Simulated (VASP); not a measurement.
Wanted: the native input for a VASP 6.6.1 run.

```
Task                   : single point
Functional             : PBEsol
Dispersion             : D3(BJ)
Potentials or basis    : VASP PAW PBE potentials, release 64 (Mo_sv, S)
Cutoff                 : 520 eV
k mesh                 : 14 × 14 × 3
Occupations            : gaussian, width 0.15 eV
Spin                   : no spin polarisation
Dipole correction      : no
Further INCAR settings : ALGO = Fast; EDIFF = 1e-06; NBANDS = 49
```

The structure of MoS2 lies in POSCAR:

```
MoS2
1.0
   -3.0798097231      0.0000000000      0.0000000000
   -1.5399048616     -2.6671934590      0.0000000000
   -4.1577431263     -2.4004741131     17.1411508765
Mo S
3 6
Direct
    0.5145093865      0.5145093865      0.1690636447
    0.2390918488     -0.7609081512      0.8454535013
   -0.1231993824     -0.1231993824      0.5072585730
   -0.1787614613     -0.1787614613      0.9393645867
    0.4589473075     -0.5410526925      0.6011696583
    0.0966560763      0.0966560763      0.2629747300
    0.2946539278      0.2946539278      0.4133474877
    0.9323626966     -0.0676373034      0.0751525593
   -0.3430548411     -0.3430548411      0.7515424160
```

These files were run (other wordings do the same):

INCAR

```
PREC = Accurate
ENCUT = 520
EDIFF = 1E-6
ISMEAR = 0
SIGMA = 0.15
LREAL = False
LASPH = True
NELM = 60
ALGO = Fast
ISIF = 2
LWAVE = False
LCHARG = False
GGA = PS
IVDW = 12
NBANDS = 49
```

KPOINTS

```
Automatic mesh
0
Gamma
  14 14 3
```

Potentials or basis: VASP PAW PBE potentials, release 64 (Mo_sv, S).

Command:

```bash
$ cat potpaw_PBE.64/Mo_sv/POTCAR potpaw_PBE.64/S/POTCAR > POTCAR
$ mpirun -np 1 vasp_std > vasp.out
```

Results of the run:

```yaml
Pressure: 0.9 GPa
Largest_force: 0.607 eV/Å
Band_gap_on_the_k_mesh: zero (bands 39 and 40 overlap by 0.59 eV)
Dispersion_energy_per_atom: -0.422 eV
```

Caveat: the PAW data sets were made with another functional, which shifts forces and pressure a little.

It took 27 min on 1 thread of Oxide Virtual Turin-like Processor (shared host), peak memory 0.82 GiB.
